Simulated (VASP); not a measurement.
# AlRuC4N4 (P-43m) in VASP: further runs, part 2 of 2

VASP 6.6.1. Earlier steps stand in the parts before.

### 3 Single point, PBE, collinear spin, ferromagnetic start

File INCAR:

```
SYSTEM = AlRuC4N4
ALGO = Normal
EDIFF = 1E-6
ENCUT = 520
GGA = PE
ISIF = 2
ISMEAR = 0
ISPIN = 2
LASPH = .TRUE.
LCHARG = .FALSE.
LMAXMIX = 4
LORBIT = 11
LREAL = .FALSE.
LWAVE = .FALSE.
MAGMOM = 0 1 0 0 0 0 0 0 0 0
NBANDS = 42
NELM = 150
PREC = Accurate
SIGMA = 0.1
```

File KPOINTS:

```
k-points
0
G
  4 4 4
  0 0 0
```

File POSCAR:

```
AlRuC4N4
1.0
    5.7667174500      0.0000000000      0.0000000000
    0.0000000000      5.7667174500      0.0000000000
    0.0000000000      0.0000000000      5.7667174500
Al Ru C N
1 1 4 4
Direct
    0.5000000000      0.5000000000      0.5000000000
    0.0000000000      0.0000000000      0.0000000000
    0.1972328834      0.1972328834      0.1972328834
    0.1972328834      0.8027671166      0.8027671166
    0.8027671166      0.1972328834      0.8027671166
    0.8027671166      0.8027671166      0.1972328834
    0.3157462643      0.3157462643      0.3157462643
    0.3157462643      0.6842537357      0.6842537357
    0.6842537357      0.3157462643      0.6842537357
    0.6842537357      0.6842537357      0.3157462643
```

Potentials or basis: VASP PAW PBE potentials, release 64 (Al, Ru_pv, C, N).

Run with:

```
$ cat potpaw_PBE.64/Al/POTCAR potpaw_PBE.64/Ru_pv/POTCAR potpaw_PBE.64/C/POTCAR potpaw_PBE.64/N/POTCAR > POTCAR
$ mpirun -np 1 vasp_std > vasp.out
```

OUTCAR:

```text
SYSTEM = AlRuC4N4
   EDIFF = 1E-6
   ENCUT = 520
   GGA = PE
   ISIF = 2
   ISMEAR = 0
   ISPIN = 2
   LASPH = .TRUE.
   LORBIT = 11
   LREAL = .FALSE.
   NELM = 150
   PREC = Accurate

 ion  position               nearest neighbor table
   1  0.500  0.500  0.500-   7 1.84   8 1.84   9 1.84  10 1.84
   2  0.000  0.000  0.000-   3 1.97   4 1.97   5 1.97   6 1.97
   3  0.197  0.197  0.197-   7 1.18   2 1.97
   4  0.197  0.803  0.803-   8 1.18   2 1.97
   5  0.803  0.197  0.803-   9 1.18   2 1.97
   6  0.803  0.803  0.197-  10 1.18   2 1.97
   7  0.316  0.316  0.316-   3 1.18   1 1.84
   8  0.316  0.684  0.684-   4 1.18   1 1.84
   9  0.684  0.316  0.684-   5 1.18   1 1.84
  10  0.684  0.684  0.316-   6 1.18   1 1.84

  LATTYP: Found a simple cubic cell.
 ALAT       =     5.7667174500

  Lattice vectors:

 A1 = (   5.7667174500,   0.0000000000,   0.0000000000)
 A2 = (   0.0000000000,   5.7667174500,   0.0000000000)
 A3 = (   0.0000000000,   0.0000000000,   5.7667174500)

Analysis of symmetry for initial positions (statically):
=====================================================================
 Subroutine PRICEL returns:
 Original cell was already a primitive cell.

 Routine SETGRP: Setting up the symmetry group for a
 simple cubic supercell.

 Subroutine GETGRP returns: Found 24 space group operations
 (whereof 24 operations were pure point group operations)
 out of a pool of 48 trial point group operations.

The static configuration has the point symmetry T_d .

Analysis of symmetry for dynamics (positions and initial velocities):
=====================================================================
 Subroutine PRICEL returns:
 Original cell was already a primitive cell.

 Routine SETGRP: Setting up the symmetry group for a
 simple cubic supercell.

 Subroutine GETGRP returns: Found 24 space group operations
 (whereof 24 operations were pure point group operations)
 out of a pool of 48 trial point group operations.

The dynamic configuration has the point symmetry T_d .

Analysis of structural, dynamic, and magnetic symmetry:
=====================================================================
 Subroutine PRICEL returns:
 Original cell was already a primitive cell.

 Routine SETGRP: Setting up the symmetry group for a
 simple cubic supercell.

 Subroutine GETGRP returns: Found 24 space group operations
 (whereof 24 operations were pure point group operations)
 out of a pool of 48 trial point group operations.

The overall configuration has the point symmetry T_d .

 Subroutine INISYM returns: Found 24 space group operations
 (whereof 24 operations are pure point group operations),
 and found     1 'primitive' translations

----------------------------------------------------------------------------------------

                                     Primitive cell

  volume of cell :     191.7724

  direct lattice vectors                    reciprocal lattice vectors
     5.766717450  0.000000000  0.000000000     0.173408878  0.000000000  0.000000000
     0.000000000  5.766717450  0.000000000     0.000000000  0.173408878  0.000000000
     0.000000000  0.000000000  5.766717450     0.000000000  0.000000000  0.173408878

  length of vectors
[... 102 lines left out ...]
     AMIX     =   0.40;   BMIX     =  1.00
     AMIX_MAG =   1.60;   BMIX_MAG =  1.00
  volume/ion in A,a.u.               =      19.18       129.41
  Fermi-wavevector in a.u.,A,eV,Ry     =   1.066362  2.015133 15.471573  1.137129
  Thomas-Fermi vector in A             =   2.201944
   LORBIT       =     11    0 simple, 1 ext, 2 COOP (PROOUT), +10 PAW based schemes
   GGA     = PE    functional components
   LHFCALC =     F    Hartree Fock is set to
   AEXX    =    0.0000 exact exchange contribution
   IVDW    =     0    specifies the selected vdW correction
   LEPSILON=     F    determine dielectric tensor
   LRPA    =     F    only Hartree local field effects (RPA)
 spin polarized calculation
 Gauss-broadening in eV      SIGMA  =   0.10
  energy-cutoff  :      520.00
  volume of cell :      191.77
 maximum number of plane-waves:      5232
 NGX is ok and might be reduce to    48
   NGX = 21   NGY = 21   NGZ = 21

 number of electron      53.0000008 magnetization       2.9980412

 Free energy of the ion-electron system (eV)
  ---------------------------------------------------
  ext. energy  EPLUGINS =         0.00000000
  ---------------------------------------------------
  free energy    TOTEN  =       -81.34628084 eV

  energy without entropy =      -81.34593658  energy(sigma->0) =      -81.34610871

 E-fermi :   0.5323     XC(G=0):  -7.5041

 val. band max:        0.3545976453   @ k =   0.5000   0.5000   0.0000
 cond. band min:       0.6792083834   @ k =   0.0000   0.0000   0.0000
 fundamental gap:      0.3246107381
 Fermi energy:         0.5322928511

 spin component 1

 k-point     1 :       0.0000    0.0000    0.0000
  band No.  band energies     occupation
      1     -42.8298      1.00000
      2     -42.8298      1.00000
      3     -42.8298      1.00000
      4     -18.0377      1.00000
      5     -17.7951      1.00000
      6     -17.7951      1.00000
[... 399 lines left out ...]
     37       7.2518      0.00000
     38       7.2518      0.00000
 Fermi energy:         0.5322928511

 spin component 2

 k-point     1 :       0.0000    0.0000    0.0000
  band No.  band energies     occupation
      1     -41.7918      1.00000
      2     -41.7918      1.00000
      3     -41.7918      1.00000
      4     -17.8865      1.00000
      5     -17.6460      1.00000
      6     -17.6460      1.00000
[... 399 lines left out ...]
     37       7.4774      0.00000
     38       7.4774      0.00000
 [bands above 38 left out]

------------------------ aborting loop because EDIFF is reached ----------------------------------------

  FORCE on cell =-STRESS in cart. coord.  units (eV):
  Direction    XX          YY          ZZ          XY          YZ          ZX
  --------------------------------------------------------------------------------------
  -------------------------------------------------------------------------------------
  Total        0.2305067      0.2305067      0.2305067     -0.0000000     -0.0000000     -0.0000000
  in kB        1.9257867      1.9257867      1.9257867     -0.0000000     -0.0000000     -0.0000000
  external PRESSURE =       1.9257867 kB  Pullay stress =       0.0000000 kB

 VOLUME and BASIS-vectors are now :
 -----------------------------------------------------------------------------
  energy-cutoff  :      520.00
  volume of cell :      191.77
      direct lattice vectors                 reciprocal lattice vectors
     5.766717450  0.000000000  0.000000000     0.173408878  0.000000000  0.000000000
     0.000000000  5.766717450  0.000000000     0.000000000  0.173408878  0.000000000
     0.000000000  0.000000000  5.766717450     0.000000000  0.000000000  0.173408878

 POSITION                                       TOTAL-FORCE (eV/Angst)
 -----------------------------------------------------------------------------------
      2.88336      2.88336      2.88336         0.000000     -0.000000      0.000000
      0.00000      0.00000      0.00000         0.000000     -0.000000      0.000000
      1.13739      1.13739      1.13739        -0.151436     -0.151436     -0.151436
      1.13739      4.62933      4.62933        -0.151436      0.151436      0.151436
      4.62933      1.13739      4.62933         0.151436     -0.151436      0.151436
      4.62933      4.62933      1.13739         0.151436      0.151436     -0.151436
      1.82082      1.82082      1.82082         0.179072      0.179072      0.179072
      1.82082      3.94590      3.94590         0.179072     -0.179072     -0.179072
      3.94590      1.82082      3.94590        -0.179072      0.179072     -0.179072
      3.94590      3.94590      1.82082        -0.179072     -0.179072      0.179072
 -----------------------------------------------------------------------------------
    total drift:                               -0.000000     -0.000000     -0.000000

  FREE ENERGIE OF THE ION-ELECTRON SYSTEM (eV)
  ---------------------------------------------------
  free  energy   TOTEN  =       -81.3462808396 eV

  energy  without entropy=      -81.3459365774  energy(sigma->0) =      -81.34610871

 total charge

# of ion       s       p       d       tot
------------------------------------------
    1        0.333   0.424   0.000   0.757
    2        0.397   6.391   5.977  12.765
    3        0.951   1.590   0.000   2.540
    4        0.951   1.590   0.000   2.540
    5        0.951   1.590   0.000   2.540
    6        0.951   1.590   0.000   2.540
    7        1.283   2.677   0.000   3.960
    8        1.283   2.677   0.000   3.960
    9        1.283   2.677   0.000   3.960
   10        1.283   2.677   0.000   3.960
--------------------------------------------------
tot          9.666  23.880   5.977  39.522

 magnetization (x)

# of ion       s       p       d       tot
------------------------------------------
    1        0.001   0.004   0.000   0.004
    2        0.006   0.162   1.197   1.365
    3        0.014   0.023   0.000   0.037
    4        0.014   0.023   0.000   0.037
    5        0.014   0.023   0.000   0.037
    6        0.014   0.023   0.000   0.037
    7        0.007   0.097   0.000   0.104
    8        0.007   0.097   0.000   0.104
    9        0.007   0.097   0.000   0.104
   10        0.007   0.097   0.000   0.104
--------------------------------------------------
tot          0.092   0.646   1.197   1.935
```

Wall time 4.2 min (1 thread of Intel Xeon Platinum 8259CL at 2.50GHz (Skylake/Cascade Lake), shared host); peak memory 0.46 GiB.

What came out:

- Free energy: -81.3463 eV
- Pressure: 0.2 GPa
- Largest force: 0.310 eV/Å
- Band gap on the k mesh: 0.32 eV (least direct gap 0.63 eV)
- Net moment: 3.00 μB per cell
- Site moments: Al +0.00; Ru +1.36; C +0.04; N +0.10 μB
- Valence electrons inside the program's atomic spheres: Al 0.76; Ru 12.77; C 2.54; N 3.96

Forces on the atoms (eV/Å):
```
Al   0.000  0.000  0.000
Ru   0.000  0.000  0.000
C   -0.151 -0.151 -0.151
C   -0.151  0.151  0.151
C    0.151 -0.151  0.151
C    0.151  0.151 -0.151
N    0.179  0.179  0.179
N    0.179 -0.179 -0.179
N   -0.179  0.179 -0.179
N   -0.179 -0.179  0.179
```

Caveat: semilocal functionals underestimate gaps, and a narrow one can read as zero. A k mesh can miss the band edges.

### 4 Single point, PBE, collinear spin, ferromagnetic start

This run uses another cell than the first one, of 19.58 Å³/atom.

File INCAR:

```
ALGO = Normal ; EDIFF = 1E-7
ENCUT = 520 ; GGA = PE
ISIF = 2 ; ISMEAR = 0
ISPIN = 2 ; LASPH = True
LCHARG = False ; LMAXMIX = 4
LORBIT = 11 ; LREAL = False
LWAVE = False ; MAGMOM = 0 1 0 0 0 0 0 0 0 0
NBANDS = 42 ; NELM = 150
PREC = Accurate ; SIGMA = 0.1
```

File KPOINTS:

```
k-points
0
Gamma
  4 4 4
```

File POSCAR:

```
AlRuC4N4
1.0
    5.8064116600      0.0000000000      0.0000000000
    0.0000000000      5.8064116600      0.0000000000
    0.0000000000      0.0000000000      5.8064116600
Al Ru C N
1 1 4 4
Direct
    0.5000000000      0.5000000000      0.5000000000
    0.0000000000      0.0000000000      0.0000000000
    0.1885254100      0.1885254100      0.1885254100
    0.1885254100      0.8114745900      0.8114745900
    0.8114745900      0.1885254100      0.8114745900
    0.8114745900      0.8114745900      0.1885254100
    0.3048622800      0.3048622800      0.3048622800
    0.3048622800      0.6951377200      0.6951377200
    0.6951377200      0.3048622800      0.6951377200
    0.6951377200      0.6951377200      0.3048622800
```

Potentials or basis: VASP PAW PBE potentials, release 64 (Al, Ru_pv, C, N).

Run with:

```
$ cat potpaw_PBE.64/Al/POTCAR potpaw_PBE.64/Ru_pv/POTCAR potpaw_PBE.64/C/POTCAR potpaw_PBE.64/N/POTCAR > POTCAR
$ mpirun -np 1 vasp_std > vasp.out
```

OUTCAR:

```text
EDIFF = 1E-7
   ENCUT = 520
   GGA = PE
   ISIF = 2
   ISMEAR = 0
   ISPIN = 2
   LASPH = True
   LORBIT = 11
   LREAL = False
   NELM = 150
   PREC = Accurate

 ion  position               nearest neighbor table
   1  0.500  0.500  0.500-   7 1.96   8 1.96   9 1.96  10 1.96
   2  0.000  0.000  0.000-   3 1.90   4 1.90   5 1.90   6 1.90
   3  0.189  0.189  0.189-   7 1.17   2 1.90
   4  0.189  0.811  0.811-   8 1.17   2 1.90
   5  0.811  0.189  0.811-   9 1.17   2 1.90
   6  0.811  0.811  0.189-  10 1.17   2 1.90
   7  0.305  0.305  0.305-   3 1.17   1 1.96
   8  0.305  0.695  0.695-   4 1.17   1 1.96
   9  0.695  0.305  0.695-   5 1.17   1 1.96
  10  0.695  0.695  0.305-   6 1.17   1 1.96

  LATTYP: Found a simple cubic cell.
 ALAT       =     5.8064116600

  Lattice vectors:

 A1 = (   5.8064116600,   0.0000000000,   0.0000000000)
 A2 = (   0.0000000000,   5.8064116600,   0.0000000000)
 A3 = (   0.0000000000,   0.0000000000,   5.8064116600)

Analysis of symmetry for initial positions (statically):
[... 1034 lines left out ...]
  energy-cutoff  :      520.00
  volume of cell :      195.76
      direct lattice vectors                 reciprocal lattice vectors
     5.806411660  0.000000000  0.000000000     0.172223407  0.000000000  0.000000000
     0.000000000  5.806411660  0.000000000     0.000000000  0.172223407  0.000000000
     0.000000000  0.000000000  5.806411660     0.000000000  0.000000000  0.172223407

 POSITION                                       TOTAL-FORCE (eV/Angst)
 -----------------------------------------------------------------------------------
      2.90321      2.90321      2.90321         0.000000      0.000000      0.000000
      0.00000      0.00000      0.00000        -0.000000     -0.000000      0.000000
      1.09466      1.09466      1.09466        -0.386225     -0.386225     -0.386225
      1.09466      4.71176      4.71176        -0.386225      0.386225      0.386225
      4.71176      1.09466      4.71176         0.386225     -0.386225      0.386225
      4.71176      4.71176      1.09466         0.386225      0.386225     -0.386225
      1.77016      1.77016      1.77016         2.282524      2.282524      2.282524
      1.77016      4.03626      4.03626         2.282524     -2.282524     -2.282524
      4.03626      1.77016      4.03626        -2.282524      2.282524     -2.282524
      4.03626      4.03626      1.77016        -2.282524     -2.282524      2.282524
 -----------------------------------------------------------------------------------
    total drift:                               -0.000000     -0.000000     -0.000000

  FREE ENERGIE OF THE ION-ELECTRON SYSTEM (eV)
  ---------------------------------------------------
  free  energy   TOTEN  =       -80.5730235845 eV

  energy  without entropy=      -80.5711605166  energy(sigma->0) =      -80.57209205

 total charge

# of ion       s       p       d       tot
------------------------------------------
    1        0.297   0.328   0.000   0.625
    2        0.455   6.471   6.102  13.028
    3        0.958   1.637   0.000   2.594
    4        0.958   1.637   0.000   2.594
    5        0.958   1.637   0.000   2.594
    6        0.958   1.637   0.000   2.594
    7        1.278   2.663   0.000   3.941
    8        1.278   2.663   0.000   3.941
    9        1.278   2.663   0.000   3.941
   10        1.278   2.663   0.000   3.941
--------------------------------------------------
tot          9.692  24.000   6.102  39.795

 magnetization (x)

# of ion       s       p       d       tot
------------------------------------------
    1        0.002   0.005   0.000   0.007
    2        0.004   0.195   0.971   1.170
    3        0.015   0.024   0.000   0.039
    4        0.015   0.024   0.000   0.039
    5        0.015   0.024   0.000   0.039
    6        0.015   0.024   0.000   0.039
    7        0.009   0.117   0.000   0.126
    8        0.009   0.117   0.000   0.126
    9        0.009   0.117   0.000   0.126
   10        0.009   0.117   0.000   0.126
--------------------------------------------------
tot          0.102   0.763   0.971   1.835
```

OSZICAR:

```text
N       E                     dE             d eps       ncg     rms          rms(c)
DAV:   1     0.307307492812E+03    0.30731E+03   -0.25739E+04  1880   0.109E+03
DAV:   2    -0.612089462103E+02   -0.36852E+03   -0.35558E+03  2060   0.273E+02
DAV:   3    -0.904826755495E+02   -0.29274E+02   -0.28758E+02  2112   0.739E+01
DAV:   4    -0.910295785856E+02   -0.54690E+00   -0.54469E+00  2028   0.113E+01
DAV:   5    -0.910407495772E+02   -0.11171E-01   -0.11169E-01  2158   0.145E+00    0.342E+01
DAV:   6    -0.843151799783E+02    0.67256E+01   -0.35397E+01  1966   0.390E+01    0.249E+01
DAV:   7    -0.807081175709E+02    0.36071E+01   -0.14372E+01  1966   0.292E+01    0.155E+01
DAV:   8    -0.807290311884E+02   -0.20914E-01   -0.15595E+00  2050   0.535E+00    0.650E+00
DAV:   9    -0.805668920614E+02    0.16214E+00   -0.40189E-01  1976   0.438E+00    0.178E+00
DAV:  10    -0.805706580323E+02   -0.37660E-02   -0.60531E-02  2080   0.138E+00    0.720E-01
DAV:  11    -0.805719336728E+02   -0.12756E-02   -0.58495E-03  1844   0.508E-01    0.265E-01
DAV:  12    -0.805728069431E+02   -0.87327E-03   -0.20640E-03  2030   0.244E-01    0.149E-01
DAV:  13    -0.805729339900E+02   -0.12705E-03   -0.23603E-04  1934   0.785E-02    0.728E-02
DAV:  14    -0.805729996471E+02   -0.65657E-04   -0.18874E-04  1810   0.629E-02    0.196E-02
DAV:  15    -0.805730194879E+02   -0.19841E-04   -0.19302E-05  1944   0.250E-02    0.769E-03
DAV:  16    -0.805730230484E+02   -0.35605E-05   -0.27862E-06  1900   0.950E-03    0.497E-03
DAV:  17    -0.805730235294E+02   -0.48100E-06   -0.52864E-07  1958   0.386E-03    0.194E-03
DAV:  18    -0.805730235845E+02   -0.55108E-07   -0.11271E-07  1348   0.185E-03
   1 F= -.80573024E+02 E0= -.80572092E+02  d E =-.186307E-02  mag=     2.9865
```

Run time: 4.4 min. Hardware: 1 thread of Intel Xeon Platinum 8259CL at 2.50GHz (Skylake/Cascade Lake), shared host; peak memory 0.46 GiB.

Results:

```yaml
Free_energy: -80.5730 eV
Pressure: 1.3 GPa
Largest_force: 3.953 eV/Å
Band_gap_on_the_k_mesh: 0.19 eV (least direct gap 0.57 eV)
Net_moment: 2.99 μB per cell
Site_moments: Al +0.01; Ru +1.17; C +0.04; N +0.13 μB
Valence_electrons_inside_the_program's_atomic_spheres: Al 0.62; Ru 13.03; C 2.59; N 3.94
```

Forces on the atoms (eV/Å):
```
Al   0.000  0.000  0.000
Ru   0.000  0.000  0.000
C   -0.386 -0.386 -0.386
C   -0.386  0.386  0.386
C    0.386 -0.386  0.386
C    0.386  0.386 -0.386
N    2.283  2.283  2.283
N    2.283 -2.283 -2.283
N   -2.283  2.283 -2.283
N   -2.283 -2.283  2.283
```

Caveat: semilocal functionals underestimate gaps, and a narrow one can read as zero; forces of over 1 eV/Å act on the atoms, so gaps and moduli don't describe the material at rest. A k mesh can miss the band edges.

### 5 Summary

| cell | k mesh | smearing | gap on the mesh (eV) | pressure (GPa) | moment (μB) | largest force (eV/Å) |
| --- | --- | --- | --- | --- | --- | --- |
| a = 5.768 Å, 10 atoms, atomic positions A | 6 × 6 × 6 | gaussian 0.02 eV | 0.33 | 0.2 | 3.00 | 0.33 |
| a = 5.767 Å, 10 atoms, atomic positions B | 4 × 4 × 4 | gaussian 0.1 eV | 0.32 | 0.2 | 3.00 | 0.31 |
| a = 5.806 Å, 10 atoms, atomic positions C | 4 × 4 × 4 | gaussian 0.1 eV | 0.19 | 1.3 | 2.99 | 3.95 |

Alike in all rows: task single point; level PBE; potentials or basis VASP PAW PBE potentials, release 64 (Al, Ru_pv, C, N); spin collinear, ferromagnetic start; cutoff (eV) 520.

Caveats: semilocal functionals underestimate gaps, and a narrow one can read as zero; forces of over 1 eV/Å act on the atoms, so gaps and moduli don't describe the material at rest (at least some runs).

Absolute energies hang on the potentials; compare differences alone.
